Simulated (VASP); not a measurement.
Set up this calculation in VASP 6.6.1, as the native input.

| Quantity | Value |
| --- | --- |
| Task | relaxation of cell and atoms |
| Functional | PBE |
| Potentials or basis | VASP PAW PBE potentials, release 64 (Y_sv, Ir) |
| Cutoff | 600 eV |
| k mesh | 6 × 6 × 4 |
| Occupations | gaussian, width 0.1 eV |
| Spin | no spin polarisation |
| Dipole correction | no |
| Further INCAR settings | ALGO = Normal; EDIFF = 1e-06; IBRION = 2; EDIFFG = -0.04; NSW = 90; ISIF = 3 |

The structure of Y2Ir lies in POSCAR:

```
Y2Ir
1.0
    4.0620969207      0.0000000000      0.0000000000
   -2.0310484603      3.5178791259      0.0000000000
    0.0000000000      0.0000000000      4.3859850472
Y Ir
2 1
Direct
    0.3333333333      0.6666666667      0.5000000000
    0.6666666667      0.3333333333      0.5000000000
    0.0000000000      0.0000000000      0.0000000000
```

The input as run:

INCAR

```
ALGO     = Normal         # electronic algorithm
EDIFF    = 1E-6           # SCF threshold, eV
EDIFFG   = -0.04          # ionic threshold
ENCUT    = 600            # plane-wave cutoff, eV
GGA      = PE             # functional
IBRION   = 2              # ionic algorithm
ISIF     = 3              # what is computed and relaxed
ISMEAR   = 0              # smearing method
LASPH    = T              # aspherical terms in the spheres
LCHARG   = F              # write CHGCAR
LREAL    = F              # projectors in reciprocal space
LWAVE    = F              # write WAVECAR
NELM     = 100            # most SCF steps
NSW      = 90             # ionic steps
PREC     = Accurate       # precision mode
SIGMA    = 0.1            # smearing width, eV
```

KPOINTS

```
k-points
0
Gamma
  6 6 4
```

Potentials or basis: VASP PAW PBE potentials, release 64 (Y_sv, Ir).

Command:

```console
$ cat potpaw_PBE.64/Y_sv/POTCAR potpaw_PBE.64/Ir/POTCAR > POTCAR
$ mpirun -np 1 vasp_std > vasp.out
```

It gave:

```json
{"Relaxed volume": "21.25 Å³/atom", "Relaxed cell": "a = 4.873 Å, b = 4.873 Å, c = 3.100 Å, α = 90.00°, β = 90.00°, γ = 120.00°", "Space group after relaxing (to 0.1 Å)": "P6/mmm (No. 191)", "Energy gained by relaxing": "1781.9 meV/atom", "Ionic steps": "7", "Pressure after relaxing": "0.1 GPa", "Band gap on the k mesh": "zero (an odd number of electrons rules out a gap without spin polarisation)"}
```

Caveat: a cell axis changed by over 15 % at a fixed basis, so the end point is rough; spin-orbit coupling is left out, which moves the levels of the heavy elements.

Run time: 3.4 min on 1 thread of Intel(R) Xeon(R) Platinum 8488C (Sapphire Rapids), with other jobs on the host, peak memory 0.22 GiB.
